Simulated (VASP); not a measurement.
# InAs in VASP: a series of runs

InAs is run at these levels: PBE; tasks: relaxation of the atoms.

Everything below comes from runs of VASP 6.6.1. Logs are shortened: lines on timing, memory, paths and dates and some standing lists are left out, and cuts for length are marked.

## (1) The cell of the first run

Symmetry: F-43m, No. 216, cubic system. The conventional cell has a = 6.058 Å, b = 6.058 Å, c = 6.058 Å, α = 90.00°, β = 90.00°, γ = 90.00°. Within 3.5 Å of In (site symmetry -43m) lie 4 As at 2.62 Å. As (site symmetry -43m) has 4 In at 2.62 Å within 3.5 Å.

## (2) Relaxation of the atoms, PBE

Input file INCAR:

```
PREC = Accurate ; ENCUT = 520
EDIFF = 1E-6 ; ISMEAR = -1
SIGMA = 0.05 ; LREAL = F
LASPH = T ; NELM = 100
ALGO = Normal ; ISIF = 2
LWAVE = F ; LCHARG = F
GGA = PE ; IBRION = 2
NSW = 80 ; EDIFFG = -0.02
```

Input file KPOINTS:

```
regular mesh
0
Gamma
  13 13 13
```

Input file POSCAR:

```
InAs
1.0
    0.0000000000      3.0290000000      3.0290000000
    3.0290000000      0.0000000000      3.0290000000
    3.0290000000      3.0290000000      0.0000000000
In As
1 1
Direct
    0.0000000000      0.0000000000      0.0000000000
    0.2500000000      0.2500000000      0.2500000000
```

Potentials or basis: VASP PAW PBE potentials, release 64 (In_d, As).

Launch:

```bash
$ cat potpaw_PBE.64/In_d/POTCAR potpaw_PBE.64/As/POTCAR > POTCAR
$ mpirun -np 1 vasp_std > vasp.out
```

OUTCAR:

```text
PREC = Accurate
   ENCUT = 520
   EDIFF = 1E-6
   ISMEAR = -1
   LREAL = F
   LASPH = T
   NELM = 100
   ISIF = 2
   GGA = PE
   IBRION = 2
   NSW = 80
   EDIFFG = -0.02

 ion  position               nearest neighbor table
   1  0.000  0.000  0.000-   2 2.62   2 2.62   2 2.62   2 2.62
   2  0.250  0.250  0.250-   1 2.62   1 2.62   1 2.62   1 2.62

  LATTYP: Found a face centered cubic cell.
 ALAT       =     6.0580000000

  Lattice vectors:

 A1 = (   0.0000000000,   3.0290000000,   3.0290000000)
 A2 = (   3.0290000000,   0.0000000000,   3.0290000000)
 A3 = (   3.0290000000,   3.0290000000,   0.0000000000)

Analysis of symmetry for initial positions (statically):
=====================================================================
 Subroutine PRICEL returns:
 Original cell was already a primitive cell.

 Routine SETGRP: Setting up the symmetry group for a
 face centered cubic supercell.

 Subroutine GETGRP returns: Found 24 space group operations
 (whereof 24 operations were pure point group operations)
 out of a pool of 48 trial point group operations.

The static configuration has the point symmetry T_d .

Analysis of symmetry for dynamics (positions and initial velocities):
=====================================================================
 Subroutine PRICEL returns:
 Original cell was already a primitive cell.

 Routine SETGRP: Setting up the symmetry group for a
 face centered cubic supercell.

 Subroutine GETGRP returns: Found 24 space group operations
 (whereof 24 operations were pure point group operations)
 out of a pool of 48 trial point group operations.

The dynamic configuration has the point symmetry T_d .

 Subroutine INISYM returns: Found 24 space group operations
 (whereof 24 operations are pure point group operations),
 and found     1 'primitive' translations

----------------------------------------------------------------------------------------

                                     Primitive cell

  volume of cell :      55.5812

  direct lattice vectors                    reciprocal lattice vectors
     0.000000000  3.029000000  3.029000000    -0.165070981  0.165070981  0.165070981
     3.029000000  0.000000000  3.029000000     0.165070981 -0.165070981  0.165070981
     3.029000000  3.029000000  0.000000000     0.165070981  0.165070981 -0.165070981

  length of vectors
     4.283652880  4.283652880  4.283652880     0.285911325  0.285911325  0.285911325

  position of ions in fractional coordinates (direct lattice)
     0.000000000  0.000000000  0.000000000
     0.250000000  0.250000000  0.250000000

  ion indices of the primitive-cell ions
   primitive index   ion index
                 1           1
                 2           2

----------------------------------------------------------------------------------------

 KPOINTS: regular mesh

Automatic generation of k-mesh.
 Grid dimensions read from file:
 generate k-points for:   13   13   13

 Generating k-lattice:

  Cartesian coordinates                     Fractional coordinates (reciprocal lattice)
    -0.012697768  0.012697768  0.012697768     0.076923077  0.000000000  0.000000000
     0.012697768 -0.012697768  0.012697768     0.000000000  0.076923077  0.000000000
     0.012697768  0.012697768 -0.012697768     0.000000000  0.000000000  0.076923077

  Length of vectors
     0.021993179  0.021993179  0.021993179

  Shift w.r.t. Gamma in fractional coordinates (k-lattice)
     0.000000000  0.000000000  0.000000000

 Subroutine IBZKPT returns following result:
 ===========================================

 Found     84 irreducible k-points:

 Following reciprocal coordinates:
            Coordinates               Weight
  0.000000  0.000000  0.000000      1.000000
  0.076923  0.000000  0.000000      8.000000
  0.153846  0.000000  0.000000      8.000000
  0.230769  0.000000  0.000000      8.000000
  0.307692  0.000000  0.000000      8.000000
  0.384615  0.000000  0.000000      8.000000
[... 16 lines left out ...]
  0.384615  0.153846  0.000000     24.000000
  0.461538  0.153846  0.000000     24.000000
 [... further k-points ...]
   k-points           NKPTS =     84   k-points in BZ     NKDIM =     84   number of bands    NBANDS=     13
   number of dos      NEDOS =    301   number of ions     NIONS =      2
   total plane-waves  NPLWV =  32768
   dimension x,y,z NGX =    32 NGY =   32 NGZ =   32
   dimension x,y,z NGXF=    64 NGYF=   64 NGZF=   64
   ions per type =               1   1
   NGX,Y,Z   is equivalent  to a cutoff of  12.42, 12.42, 12.42 a.u.
   NGXF,Y,Z  is equivalent  to a cutoff of  24.84, 24.84, 24.84 a.u.
 SYSTEM =  unknown system
   PREC   = accura    normal or accurate (medium, high low for compatibility)
   ISTART =      0    job   : 0-new  1-cont  2-samecut
   ICHARG =      2    charge: 1-file 2-atom 10-const
   ISPIN  =      1    spin polarized calculation?
   LNONCOLLINEAR =      F non collinear calculations
   LSORBIT =      F    spin-orbit coupling
   LASPH  =      T    aspherical Exc in radial PAW
   ENCUT  =  520.0 eV  38.22 Ry    6.18 a.u.   7.96  7.96  7.96*2*pi/ulx,y,z
   NELM   =    100;   NELMIN=  2; NELMDL= -5     # of ELM steps
   EDIFF  = 0.1E-05   stopping-criterion for ELM
   LREAL  =      F    real-space projection
   EDIFFG = -.2E-01   stopping-criterion for IOM
   NSW    =     80    number of steps for IOM
   IBRION =      2    ionic relax: 0-MD 1-quasi-New 2-CG
   NFREE  =      1    steps in history (QN), initial steepest desc. (CG)
   ISIF   =      2    stress and relaxation
   ISYM   =      2    0-nonsym 1-usesym 2-fastsym
   POTIM  = 0.5000    time-step for ionic-motion
   TEBEG  =    0.0;   TEEND  =   0.0 temperature during run
   PSTRESS=    0.0 pullay stress
   NELECT =      18.0000    total number of electrons
   NUPDOWN=      -1.0000    fix difference up-down
   EMIN   =  10.00;   EMAX   =-10.00  energy-range for DOS
   EFERMI =   0.00;   METHOD = LEGACY
   ISMEAR =    -1;   SIGMA  =   0.05  broadening in eV -4-tet -1-fermi 0-gaus
   EFERMI_NEDOS =   21; number of points for ismear=-14 and -15
   IALGO  =     38    algorithm
   IMIX   =      4    mixing-type and parameters
     AMIX     =   0.40;   BMIX     =  1.00
     AMIX_MAG =   1.60;   BMIX_MAG =  1.00
  volume/ion in A,a.u.               =      27.79       187.54
  Fermi-wavevector in a.u.,A,eV,Ry     =   1.124233  2.124493 17.196406  1.263900
  Thomas-Fermi vector in A             =   2.260904
   LORBIT       =      0    0 simple, 1 ext, 2 COOP (PROOUT), +10 PAW based schemes
   GGA     = PE    functional components
   LHFCALC =     F    Hartree Fock is set to
   AEXX    =    0.0000 exact exchange contribution
   IVDW    =     0    specifies the selected vdW correction
   LEPSILON=     F    determine dielectric tensor
   LRPA    =     F    only Hartree local field effects (RPA)
 conjugate gradient relaxation of ions
 non-spin polarized calculation
  energy-cutoff  :      520.00
  volume of cell :       55.58
 maximum number of plane-waves:      1513
   NGX = 15   NGY = 15   NGZ = 15

 number of electron      17.9999990 magnetization

 Free energy of the ion-electron system (eV)
  ---------------------------------------------------
  ext. energy  EPLUGINS =         0.00000000
  ---------------------------------------------------
  free energy    TOTEN  =        -7.68039286 eV

  energy without entropy =       -7.68019035  energy(sigma->0) =       -7.68029161

 E-fermi :   4.5591     XC(G=0):  -9.0693

 val. band max:        4.4518778229   @ k =   0.0000   0.0000   0.0000
 cond. band min:       5.2004984645   @ k =   0.0769   0.0000   0.0000
 fundamental gap:      0.7486206416
 Fermi energy:         4.5591055969

 k-point     1 :       0.0000    0.0000    0.0000
  band No.  band energies     occupation
      1      -9.9277      2.00000
      2      -9.9277      2.00000
      3      -9.9277      2.00000
      4      -9.8041      2.00000
      5      -9.8041      2.00000
      6      -7.3742      2.00000
      7       4.2289      1.99729
      8       4.4519      1.79032
      9       4.4519      1.79032
     10       4.4519      1.79032
     11       8.3578      0.00000
     12       8.3578      0.00000
     13       8.3579      0.00000

 k-point     2 :       0.0769    0.0000    0.0000
  band No.  band energies     occupation
      1      -9.9355      2.00000
      2      -9.9255      2.00000
      3      -9.9255      2.00000
      4      -9.8042      2.00000
      5      -9.8042      2.00000
      6      -7.3129      2.00000
      7       3.2704      2.00000
      8       4.3742      1.95168
      9       4.3742      1.95168
     10       5.2005      0.00001
     11       8.3786      0.00000
     12       8.4732      0.00000
     13       8.4732      0.00000

 k-point     3 :       0.1538    0.0000    0.0000
  band No.  band energies     occupation
      1      -9.9563      2.00000
      2      -9.9194      2.00000
      3      -9.9194      2.00000
      4      -9.8042      2.00000
      5      -9.8042      2.00000
      6      -7.1347      2.00000
      7       2.1387      2.00000
      8       4.1798      1.99899
      9       4.1798      1.99899
     10       5.6526      0.00000
     11       8.6663      0.00000
     12       8.7483      0.00000
     13       8.7483      0.00000

 k-point     4 :       0.2308    0.0000    0.0000
  band No.  band energies     occupation
      1      -9.9842      2.00000
      2      -9.9116      2.00000
      3      -9.9116      2.00000
      4      -9.8033      2.00000
      5      -9.8033      2.00000
      6      -6.8577      2.00000
      7       1.0295      2.00000
      8       3.9439      1.99999
      9       3.9439      1.99999
     10       5.7062      0.00000
     11       9.0192      0.00000
     12       9.0192      0.00000
     13       9.3755      0.00000

 k-point     5 :       0.3077    0.0000    0.0000
  band No.  band energies     occupation
      1     -10.0123      2.00000
      2      -9.9044      2.00000
      3      -9.9044      2.00000
      4      -9.8013      2.00000
      5      -9.8013      2.00000
      6      -6.5174      2.00000
      7       0.0295      2.00000
      8       3.7274      2.00000
      9       3.7274      2.00000
     10       5.5941      0.00000
     11       9.1518      0.00000
     12       9.1518      0.00000
     13      10.2909      0.00000
[... 257 lines left out ...]
 k-point    22 :       0.3077    0.1538    0.0000
  band No.  band energies     occupation
      1     -10.0184      2.00000
      2      -9.8979      2.00000
      3      -9.8945      2.00000
      4      -9.8147      2.00000
      5      -9.7951      2.00000
      6      -6.5605      2.00000
      7       0.5105      2.00000
      8       3.0907      2.00000
      9       3.2418      2.00000
     10       6.8036      0.00000
     11       7.8381      0.00000
     12       9.8309      0.00000
     13      10.1185      0.00000

 k-point    23 :       0.3846    0.1538    0.0000
  band No.  band energies     occupation
      1     -10.0384      2.00000
      2      -9.8938      2.00000
      3      -9.8885      2.00000
      4      -9.8130      2.00000
      5      -9.7935      2.00000
      6      -6.2281      2.00000
      7      -0.2975      2.00000
      8       2.7415      2.00000
      9       3.1143      2.00000
     10       6.6904      0.00000
     11       8.3763      0.00000
     12       9.9783      0.00000
     13      10.1363      0.00000

 k-point    24 :       0.4615    0.1538    0.0000
  band No.  band energies     occupation
      1     -10.0521      2.00000
      2      -9.8917      2.00000
      3      -9.8856      2.00000
      4      -9.8090      2.00000
      5      -9.7935      2.00000
      6      -5.9309      2.00000
      7      -0.9126      2.00000
      8       2.4523      2.00000
      9       3.0861      2.00000
     10       6.6012      0.00000
     11       8.6278      0.00000
     12      10.0060      0.00000
     13      10.6169      0.00000

 [... further k-points ...]

------------------------ aborting loop because EDIFF is reached ----------------------------------------

  FORCE on cell =-STRESS in cart. coord.  units (eV):
  Direction    XX          YY          ZZ          XY          YZ          ZX
  --------------------------------------------------------------------------------------
  -------------------------------------------------------------------------------------
  Total        1.2537007      1.2537007      1.2537007      0.0000000      0.0000000      0.0000000
  in kB       36.1390426     36.1390426     36.1390426      0.0000000      0.0000000      0.0000000
  external PRESSURE =      36.1390426 kB  Pullay stress =       0.0000000 kB

 VOLUME and BASIS-vectors are now :
 -----------------------------------------------------------------------------
  energy-cutoff  :      520.00
  volume of cell :       55.58
      direct lattice vectors                 reciprocal lattice vectors
     0.000000000  3.029000000  3.029000000    -0.165070981  0.165070981  0.165070981
     3.029000000  0.000000000  3.029000000     0.165070981 -0.165070981  0.165070981
     3.029000000  3.029000000  0.000000000     0.165070981  0.165070981 -0.165070981

 POSITION                                       TOTAL-FORCE (eV/Angst)
 -----------------------------------------------------------------------------------
      0.00000      0.00000      0.00000        -0.000000     -0.000000     -0.000000
      1.51450      1.51450      1.51450         0.000000      0.000000      0.000000
 -----------------------------------------------------------------------------------
    total drift:                               -0.000000     -0.000000     -0.000000

  FREE ENERGIE OF THE ION-ELECTRON SYSTEM (eV)
  ---------------------------------------------------
  free  energy   TOTEN  =        -7.6803928623 eV

  energy  without entropy=       -7.6801903512  energy(sigma->0) =       -7.68029161

 reached required accuracy - stopping structural energy minimisation
```

Wall time 60 s (1 thread of Intel Xeon 8259CL, shared host); peak memory 0.22 GiB.

What came out:

| Quantity | Value |
| --- | --- |
| Free energy | -7.6804 eV |
| Pressure after relaxing | 3.6 GPa |
| Band gap on the k mesh | zero (filled and empty bands touch) |

Final structure:
```
In As
1.0
     0.00000    3.02900    3.02900
     3.02900    0.00000    3.02900
     3.02900    3.02900    0.00000
In As
1 1
Cartesian
  0.0000 0.0000 0.0000
  1.5145 1.5145 1.5145
```

Caveat: the relaxation stopped at its first step, so nothing moved; semilocal functionals underestimate gaps, and a narrow one can read as zero; spin-orbit coupling is left out, which moves the levels of the heavy elements.

## (3) Relaxation of the atoms, PBE (z stretched by +2 %)

Input file INCAR:

```
PREC = Accurate
ENCUT = 520
EDIFF = 1E-6
ISMEAR = -1
SIGMA = 0.05
LREAL = False
LASPH = True
NELM = 80
ALGO = Normal
ISIF = 2
LWAVE = False
LCHARG = False
GGA = PE
IBRION = 2
NSW = 80
EDIFFG = -0.02
```

KPOINTS is that of step 2.

Input file POSCAR:

```
InAs
1.0
    0.0000000000      3.0290000000      3.0895800000
    3.0290000000      0.0000000000      3.0895800000
    3.0290000000      3.0290000000      0.0000000000
In As
1 1
Direct
    0.0000000000      0.0000000000      0.0000000000
    0.2500000000      0.2500000000      0.2500000000
```

Potentials or basis: VASP PAW PBE potentials, release 64 (In_d, As).

Launch:

```bash
$ cat potpaw_PBE.64/In_d/POTCAR potpaw_PBE.64/As/POTCAR > POTCAR
$ mpirun -np 1 vasp_std > vasp.out
```

Run time: 3.4 min. Hardware: 1 thread of Oxide Virtual Turin-like, shared host; peak memory 0.27 GiB.

The run converged. Its results:

- Free energy: -7.6998 eV
- Pressure after relaxing: 2.4 GPa
- Band gap on the k mesh: zero (filled and empty bands touch)

Stress tensor (GPa, compression positive):
```
2.59 0.00 0.00
0.00 2.59 0.00
0.00 0.00 1.92
```

Final structure:
```
CELL_PARAMETERS angstrom
0.00000 3.02900 3.08958
3.02900 0.00000 3.08958
3.02900 3.02900 0.00000
ATOMIC_POSITIONS crystal
In 0.00000 0.00000 0.00000
As 0.25000 0.25000 0.25000
```

Levels at points of the mesh, in eV from the Fermi level:
| k point | band 5 | band 6 | band 7 | band 8 | band 9 | band 10 | band 11 | band 12 | band 13 |
| --- | --- | --- | --- | --- | --- | --- | --- | --- | --- |
| (0.00, 0.00, 0.00) | -14.34 | -11.82 | -0.45 | -0.19 | -0.09 | -0.09 | 3.77 | 3.77 | 3.81 |

Caveat: the cell differs from its parent crystal (z stretched by +2 %); semilocal functionals underestimate gaps, and a narrow one can read as zero; spin-orbit coupling is left out, which moves the levels of the heavy elements.

## (4) Relaxation of the atoms, PBE (z stretched by -1 %)

Input file INCAR:

```
SYSTEM = InAs
  ALGO = Normal
  EDIFF = 1E-7
  EDIFFG = -0.02
  ENCUT = 520
  GGA = PE
  IBRION = 2
  ISIF = 2
  ISMEAR = -1
  LASPH = .True.
  LCHARG = .False.
  LREAL = .False.
  LWAVE = .False.
  NELM = 80
  NSW = 80
  PREC = Accurate
  SIGMA = 0.05
```

Input file KPOINTS:

```
k-points
0
Gamma
  13 13 13
  0 0 0
```

Input file POSCAR:

```
InAs
1.0
    0.0000000000      3.0290000000      2.9987100000
    3.0290000000      0.0000000000      2.9987100000
    3.0290000000      3.0290000000      0.0000000000
In As
1 1
Direct
    0.0000000000      0.0000000000      0.0000000000
    0.2500000000      0.2500000000      0.2500000000
```

Launch:

```bash
$ cat potpaw_PBE.64/In_d/POTCAR potpaw_PBE.64/As/POTCAR > POTCAR
$ mpirun -np 1 vasp_std > vasp.out
```

Run time: 2.7 min. Hardware: 1 thread of Oxide Virtual Turin-like, shared host; peak memory 0.26 GiB.

It converged, with:

```yaml
Free_energy: -7.6662 eV
Pressure_after_relaxing: 4.3 GPa
Band_gap_on_the_k_mesh: 0.05 eV
```

Stress tensor (GPa, compression positive):
```
4.18 0.00 0.00
0.00 4.18 0.00
0.00 0.00 4.49
```

Final structure:
```cif
data_structure
_symmetry_space_group_name_H-M 'P 1'
_symmetry_Int_Tables_number 1
_cell_length_a 4.2623
_cell_length_b 4.2623
_cell_length_c 4.2837
_cell_angle_alpha 59.834
_cell_angle_beta 59.834
_cell_angle_gamma 60.332
_cell_volume 55.03
loop_
_atom_site_label
_atom_site_type_symbol
_atom_site_fract_x
_atom_site_fract_y
_atom_site_fract_z
_atom_site_occupancy
In1 In 0.00000 0.00000 0.00000 1
As1 As 0.25000 0.25000 0.25000 1
```

Levels at points of the mesh, in eV from the valence-band top:
```csv
k point,band 6,band 7,band 8,band 9,band 10,band 11,band 12,band 13
"(0.00, 0.00, 0.00)",-11.87,-0.16,0.00,0.00,0.05,3.91,3.93,3.93
```

Caveat: the cell differs from its parent crystal (z stretched by -1 %); the smearing spreads over this small gap; semilocal functionals underestimate gaps, and a narrow one can read as zero; spin-orbit coupling is left out, which moves the levels of the heavy elements.

## (5) The runs side by side

| cell | gap on the mesh (eV) | pressure (GPa) |
| --- | --- | --- |
| atoms relaxed from a = 4.284 Å, angles 60.0°, 2 atoms | none | 3.6 |
| atoms relaxed from a = 4.327, b = 4.327, c = 4.284 Å, angles 60.3, 60.3, 59.3°, 2 atoms | none | 2.4 |
| atoms relaxed from a = 4.262, b = 4.262, c = 4.284 Å, angles 59.8, 59.8, 60.3°, 2 atoms | 0.05 | 4.3 |

Alike in all rows: task relaxation of the atoms; level PBE; potentials or basis VASP PAW PBE potentials, release 64 (In_d, As); no spin polarisation; k mesh 13 × 13 × 13; cutoff (eV) 520; smearing fermi-dirac 0.05 eV.

Caveats: semilocal functionals underestimate gaps, and a narrow one can read as zero; spin-orbit coupling is left out, which moves the levels of the heavy elements; the relaxation stopped at its first step, so nothing moved (at least some runs); the smearing spreads over this small gap (at least some runs).

Total energies depend on the potentials used, so only differences within one code and one set of settings carry meaning.

The gap in the log of VASP goes by the Fermi energy; the results here count the filled bands.